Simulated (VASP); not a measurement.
# SrO (Fm-3m) in VASP: further runs, part 2 of 2

VASP 6.6.1. Earlier steps stand in the parts before.

### 3 Relaxation of cell and atoms, r2SCAN

This run uses another cell than the first one, of 16.90 Å³/atom, 0.894 times its volume.

The input, POSCAR:

```
SrO
1.0
    0.0000000000      2.5663000000      2.5663000000
    2.5663000000      0.0000000000      2.5663000000
    2.5663000000      2.5663000000      0.0000000000
Sr O
1 1
Direct
    0.5000000000      0.5000000000      0.5000000000
    0.0000000000      0.0000000000      0.0000000000
```

The input, INCAR.step1:

```
PREC = Accurate
ENCUT = 600
ISMEAR = 0
SIGMA = 0.02
LREAL = False
LASPH = True
NELM = 100
GGA = PE
ALGO = Normal
EDIFF = 1E-4
LWAVE = True
LCHARG = False
```

The input, INCAR.step2:

```
PREC = Accurate
ENCUT = 600
EDIFF = 1E-6
ISMEAR = 0
SIGMA = 0.02
LREAL = False
LASPH = True
NELM = 100
ALGO = Normal
ISIF = 3
LWAVE = False
LCHARG = False
METAGGA = R2SCAN
LMIXTAU = True
IBRION = 2
NSW = 100
EDIFFG = -0.005
ISTART = 1
```

The input, KPOINTS:

```
Automatic mesh
0
Gamma
  8 8 8
```

Potentials or basis: VASP PAW PBE potentials, release 64 (Sr_sv, O).

Run with:

```
$ cat potpaw_PBE.64/Sr_sv/POTCAR potpaw_PBE.64/O/POTCAR > POTCAR
$ cp INCAR.step1 INCAR
$ mpirun -np 1 vasp_std > vasp.out
$ cp INCAR.step2 INCAR
$ mpirun -np 1 vasp_std > vasp.out
```

OUTCAR:

```text
PREC = Accurate
   ENCUT = 600
   EDIFF = 1E-6
   ISMEAR = 0
   LREAL = False
   LASPH = True
   NELM = 100
   ISIF = 3
   METAGGA = R2SCAN
   IBRION = 2
   NSW = 100
   EDIFFG = -0.005
   ISTART = 1

 ion  position               nearest neighbor table
   1  0.500  0.500  0.500-   2 2.57   2 2.57   2 2.57   2 2.57   2 2.57   2 2.57
   2  0.000  0.000  0.000-   1 2.57   1 2.57   1 2.57   1 2.57   1 2.57   1 2.57

  LATTYP: Found a face centered cubic cell.
 ALAT       =     5.1326000000

  Lattice vectors:

 A1 = (   0.0000000000,   2.5663000000,   2.5663000000)
 A2 = (   2.5663000000,   0.0000000000,   2.5663000000)
 A3 = (   2.5663000000,   2.5663000000,   0.0000000000)

Analysis of symmetry for initial positions (statically):
=====================================================================
 Subroutine PRICEL returns:
 Original cell was already a primitive cell.

 Routine SETGRP: Setting up the symmetry group for a
 face centered cubic supercell.

 Subroutine GETGRP returns: Found 48 space group operations
[... 9 lines left out ...]

 Routine SETGRP: Setting up the symmetry group for a
 face centered cubic supercell.

 Subroutine GETGRP returns: Found 48 space group operations
[... 11 lines left out ...]
                                     Primitive cell

  volume of cell :      33.8028

  direct lattice vectors                    reciprocal lattice vectors
     0.000000000  2.566300000  2.566300000    -0.194833028  0.194833028  0.194833028
     2.566300000  0.000000000  2.566300000     0.194833028 -0.194833028  0.194833028
     2.566300000  2.566300000  0.000000000     0.194833028  0.194833028 -0.194833028

  length of vectors
     3.629296265  3.629296265  3.629296265     0.337460704  0.337460704  0.337460704

  position of ions in fractional coordinates (direct lattice)
     0.500000000  0.500000000  0.500000000
     0.000000000  0.000000000  0.000000000

  ion indices of the primitive-cell ions
   primitive index   ion index
                 1           1
[... 114 lines left out ...]

 number of electron      15.9999997 magnetization

 Free energy of the ion-electron system (eV)
  ---------------------------------------------------
  ext. energy  EPLUGINS =         0.00000000
  ---------------------------------------------------
  free energy    TOTEN  =       -27.05336986 eV

  energy without entropy =      -27.05336986  energy(sigma->0) =      -27.05336986

------------------------ aborting loop because EDIFF is reached ----------------------------------------

  FORCE on cell =-STRESS in cart. coord.  units (eV):
  Direction    XX          YY          ZZ          XY          YZ          ZX
  --------------------------------------------------------------------------------------
  -------------------------------------------------------------------------------------
  Total        0.4301125      0.4301125      0.4301125      0.0000000      0.0000000     -0.0000000
  in kB       20.3863922     20.3863922     20.3863922      0.0000000      0.0000000     -0.0000000
  external PRESSURE =      20.3863922 kB  Pullay stress =       0.0000000 kB
[... 59 lines left out ...]
--------------------------------------- Ionic step        3  -------------------------------------------

 number of electron      15.9999998 magnetization

 Free energy of the ion-electron system (eV)
  ---------------------------------------------------
  ext. energy  EPLUGINS =         0.00000000
  ---------------------------------------------------
  free energy    TOTEN  =       -27.05772527 eV

  energy without entropy =      -27.05772527  energy(sigma->0) =      -27.05772527

 E-fermi :   1.4389     XC(G=0): -10.5081

 val. band max:        1.2711584136   @ k =   0.0000   0.0000   0.0000
 cond. band min:       5.0223602766   @ k =   0.5000   0.5000   0.0000
 fundamental gap:      3.7512018630
 Fermi energy:         1.4389465262

 k-point     1 :       0.0000    0.0000    0.0000
  band No.  band energies     occupation
      1     -32.2548      2.00000
      2     -14.7385      2.00000
      3     -13.2933      2.00000
      4     -13.2933      2.00000
      5     -13.2933      2.00000
      6       1.2712      2.00000
      7       1.2712      2.00000
      8       1.2712      2.00000
      9       5.8189      0.00000
     10       8.0152      0.00000
     11       8.0152      0.00000
     12       8.0152      0.00000
[... 331 lines left out ...]
 k-point    24 :      -0.3750    0.2500    0.1250
  band No.  band energies     occupation
      1     -32.1048      2.00000
      2     -15.7630      2.00000
      3     -13.6532      2.00000
      4     -13.5101      2.00000
      5     -12.6159      2.00000
      6      -0.2491      2.00000
      7       0.4287      2.00000
      8       0.5013      2.00000
      9       8.1306      0.00000
     10       8.5021      0.00000
     11      11.1608      0.00000
     12      11.3086      0.00000

 [... further k-points ...]

------------------------ aborting loop because EDIFF is reached ----------------------------------------

  FORCE on cell =-STRESS in cart. coord.  units (eV):
  Direction    XX          YY          ZZ          XY          YZ          ZX
  --------------------------------------------------------------------------------------
  -------------------------------------------------------------------------------------
  Total        0.0015694      0.0015694      0.0015694     -0.0000000      0.0000000      0.0000000
  in kB        0.0728690      0.0728690      0.0728690     -0.0000000      0.0000000      0.0000000
  external PRESSURE =       0.0728690 kB  Pullay stress =       0.0000000 kB
[... 17 lines left out ...]
  FREE ENERGIE OF THE ION-ELECTRON SYSTEM (eV)
  ---------------------------------------------------
  free  energy   TOTEN  =       -27.0577252695 eV

  energy  without entropy=      -27.0577252695  energy(sigma->0) =      -27.05772527

 reached required accuracy - stopping structural energy minimisation
```

OUTCAR.step1:

```text
PREC = Accurate
   ENCUT = 600
   ISMEAR = 0
   LREAL = False
   LASPH = True
[... 582 lines left out ...]
      2.56630      2.56630      2.56630        -0.000000     -0.000000     -0.000000
      0.00000      0.00000      0.00000         0.000000      0.000000      0.000000
 -----------------------------------------------------------------------------------
    total drift:                               -0.000000      0.000000      0.000000

  FREE ENERGIE OF THE ION-ELECTRON SYSTEM (eV)
  ---------------------------------------------------
  free  energy   TOTEN  =       -12.0387010109 eV

  energy  without entropy=      -12.0387010109  energy(sigma->0) =      -12.03870101
```

OSZICAR.step1:

```text
N       E                     dE             d eps       ncg     rms          rms(c)
DAV:   1     0.746972071328E+02    0.74697E+02   -0.88790E+03   696   0.140E+03
DAV:   2    -0.111240878933E+02   -0.85821E+02   -0.78790E+02   956   0.259E+02
DAV:   3    -0.141617229671E+02   -0.30376E+01   -0.30249E+01   996   0.472E+01
DAV:   4    -0.142408797357E+02   -0.79157E-01   -0.79139E-01   900   0.481E+00
DAV:   5    -0.142417504677E+02   -0.87073E-03   -0.87073E-03   916   0.516E-01    0.166E+01
DAV:   6    -0.121524229464E+02    0.20893E+01   -0.10443E+01   792   0.244E+01    0.201E+01
DAV:   7    -0.120454714754E+02    0.10695E+00   -0.57643E-01   872   0.684E+00    0.116E+01
DAV:   8    -0.120375695932E+02    0.79019E-02   -0.13946E-01   728   0.417E+00    0.763E-01
DAV:   9    -0.120378718850E+02   -0.30229E-03   -0.13960E-02   952   0.101E+00    0.215E-01
DAV:  10    -0.120385831424E+02   -0.71126E-03   -0.12647E-03   732   0.361E-01    0.424E-02
DAV:  11    -0.120386862722E+02   -0.10313E-03   -0.18788E-04   804   0.120E-01    0.426E-02
DAV:  12    -0.120387010109E+02   -0.14739E-04   -0.39453E-05   492   0.689E-02
   1 F= -.12038701E+02 E0= -.12038701E+02  d E =-.172397E-25
```

Run time: 4.6 min. Hardware: 1 thread of Intel Xeon Platinum 8259CL at 2.50GHz (Skylake/Cascade Lake), shared host; peak memory 0.19 GiB.

Results:

```yaml
Free_energy: -27.0577 eV
Relaxed_volume: 17.25 Å³/atom
Relaxed_cell: a = 3.654 Å, b = 3.654 Å, c = 3.654 Å, α = 60.00°, β = 60.00°, γ = 60.00°
Space_group_after_relaxing_to_0.05_Å: Fm-3m (No. 225)
Energy_gained_by_relaxing: 2.2 meV/atom
Ionic_steps: 3
Pressure_after_relaxing: 0.0 GPa
Band_gap_on_the_k_mesh: 3.75 eV, indirect (least direct gap 3.85 eV)
```

The path:
| step | energy change (eV) | largest force (eV/Å) | pressure (GPa) | volume (Å³) |
| --- | --- | --- | --- | --- |
| 1 | 0.0000 | 0.0000 | 2.04 | 33.80 |
| 2 | -0.0033 | 0.0000 | -0.93 | 34.87 |
| 3 | -0.0044 | 0.0000 | 0.01 | 34.51 |

Final structure:
```cif
data_structure
_symmetry_space_group_name_H-M 'P 1'
_symmetry_Int_Tables_number 1
_cell_length_a 3.6543
_cell_length_b 3.6543
_cell_length_c 3.6543
_cell_angle_alpha 60.000
_cell_angle_beta 60.000
_cell_angle_gamma 60.000
_cell_volume 34.51
loop_
_atom_site_label
_atom_site_type_symbol
_atom_site_fract_x
_atom_site_fract_y
_atom_site_fract_z
_atom_site_occupancy
Sr1 Sr 0.50000 0.50000 0.50000 1
O1 O 0.00000 0.00000 0.00000 1
```

Levels at points of the mesh, in eV from the valence-band top:
```tsv
k point	band 5	band 6	band 7	band 8	band 9	band 10	band 11	band 12
(0.00, 0.00, 0.00)	-14.56	0.00	0.00	0.00	4.55	6.74	6.74	6.74
(0.50, 0.00, 0.00)	-13.55	-2.09	-1.10	-1.10	7.05	8.96	9.40	9.40
(0.50, 0.50, 0.00)	-14.91	-0.45	-0.10	-0.10	3.75	8.40	10.82	10.98
```

Caveat: the PAW data sets were made with another functional, which shifts forces and pressure a little. Zero-point motion and thermal expansion aren't in these numbers.

### 4 Single point, RPBE

This run uses another cell than the first one, of 16.66 Å³/atom, 0.882 times its volume.

The input, INCAR:

```
SYSTEM = SrO
PREC     = Accurate       ! precision mode
ENCUT    = 600            ! plane-wave cutoff, eV
EDIFF    = 1E-6           ! SCF threshold, eV
ISMEAR   = 0              ! smearing method
SIGMA    = 0.02           ! smearing width, eV
LREAL    = .False.        ! projectors in reciprocal space
LASPH    = .True.         ! aspherical terms in the spheres
NELM     = 120            ! most SCF steps
ALGO     = Normal         ! electronic algorithm
ISIF     = 2              ! what is computed and relaxed
LWAVE    = .False.        ! write WAVECAR
LCHARG   = .False.        ! write CHGCAR
GGA      = RP             ! functional
NBANDS   = 15             ! bands
GGA_COMPAT= .False.
```

The input, KPOINTS:

```
regular mesh
0
Gamma
  8 8 8
  0 0 0
```

The input, POSCAR:

```
SrO
1.0
    0.0000000000      2.5542472752      2.5542472752
    2.5542472752      0.0000000000      2.5542472752
    2.5542472752      2.5542472752      0.0000000000
Sr O
1 1
Direct
    0.5000000000      0.5000000000      0.5000000000
    0.0000000000      0.0000000000      0.0000000000
```

Run with:

```
$ cat potpaw_PBE.64/Sr_sv/POTCAR potpaw_PBE.64/O/POTCAR > POTCAR
$ mpirun -np 1 vasp_std > vasp.out
```

It took 41 s on 1 thread of Intel Xeon 8259CL, shared host; peak memory 0.18 GiB.

The run converged. Its results:

```
Free energy            : -11.3100 eV
Pressure               : 8.4 GPa
Band gap on the k mesh : 3.37 eV, indirect (least direct gap 3.44 eV)
```

Levels at points of the mesh, in eV from the valence-band top:
```
           k point  band 4  band 5  band 6  band 7  band 8  band 9  band 10  band 11  band 12  band 13
(0.00, 0.00, 0.00)  -14.04  -14.04    0.00    0.00    0.00    4.31     6.32     6.32     6.32     8.47
(0.50, 0.00, 0.00)  -14.13  -12.86   -2.16   -1.17   -1.17    6.73     8.78     8.99     8.99    12.07
(0.50, 0.50, 0.00)  -14.42  -14.42   -0.39   -0.07   -0.07    3.37     8.00    10.27    10.74    11.21
```

Caveat: the PAW data sets were made with another functional, which shifts forces and pressure a little. A k mesh can miss the band edges.

### 5 Overview

| task | level | cell | cutoff (eV) | gap on the mesh (eV) | pressure (GPa) |
| --- | --- | --- | --- | --- | --- |
| single point | r2SCAN | a = 3.767 Å, angles 60.0°, 2 atoms | 520 | 3.77 | -6.9 |
| relaxation of cell and atoms | r2SCAN | relaxed from a = 3.629 Å, angles 60.0°, 2 atoms | 600 | 3.75 | 0.0 |
| single point | RPBE | a = 3.612 Å, angles 60.0°, 2 atoms | 600 | 3.37 | 8.4 |

Alike in all rows: potentials or basis VASP PAW PBE potentials, release 64 (Sr_sv, O); no spin polarisation; k mesh 8 × 8 × 8; smearing gaussian 0.02 eV.

Caveats: the PAW data sets were made with another functional, which shifts forces and pressure a little.

Total energies depend on the potentials used, so only differences within one code and one set of settings carry meaning.
